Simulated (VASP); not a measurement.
A run of VASP 6.6.1 is set up as follows.

File INCAR:

```
SYSTEM = Si2WC3
ALGO = Normal ; EDIFF = 1E-6
ENCUT = 600 ; GGA = PE
GGA_COMPAT = .FALSE. ; ISIF = 2
ISMEAR = 0 ; LASPH = .TRUE.
LCHARG = .TRUE. ; LELF = .TRUE.
LREAL = .FALSE. ; LVHAR = .TRUE.
LWAVE = .FALSE. ; NBANDS = 26
NELM = 120 ; PREC = Accurate
SIGMA = 0.2
```

Contents of KPOINTS:

```
k-points
0
G
  5 5 2
  0 0 0
```

File POSCAR:

```
Si2WC3
1.0
    3.2498398641     -0.0000000026      0.0000000000
   -1.6249199298      2.8144438818      0.0000000000
    0.0000000000      0.0000000000      8.1336541892
Si W C
2 1 3
Direct
    0.0000000000      0.0000000000      0.2034546164
    0.0000000000      0.0000000000      0.7965453836
    0.0000000000      0.0000000000      0.5000000000
    0.5000516555      0.4999483445      0.0000000000
    0.5000516555      0.0001033111      0.0000000000
    0.9998966889      0.4999483445      0.0000000000
```

Potentials or basis: VASP PAW PBE potentials, release 64 (Si, W_sv, C).

Launch:

```console
$ cat potpaw_PBE.64/Si/POTCAR potpaw_PBE.64/W_sv/POTCAR potpaw_PBE.64/C/POTCAR > POTCAR
$ mpirun -np 1 vasp_std > vasp.out
```

(1) Predict the pressure.

(2) Predict the band gap on the k mesh.

(3) Predict the largest force.

Results:

(1) -0.1 GPa.

(2) zero (band 17 reaches 8.90 eV, above the bottom of band 18 at 7.33 eV).

(3) 0.007 eV/Å.

Caveat: the k points lie up to 0.45 Å⁻¹ apart; spin-orbit coupling is left out, which moves the levels of the heavy elements.
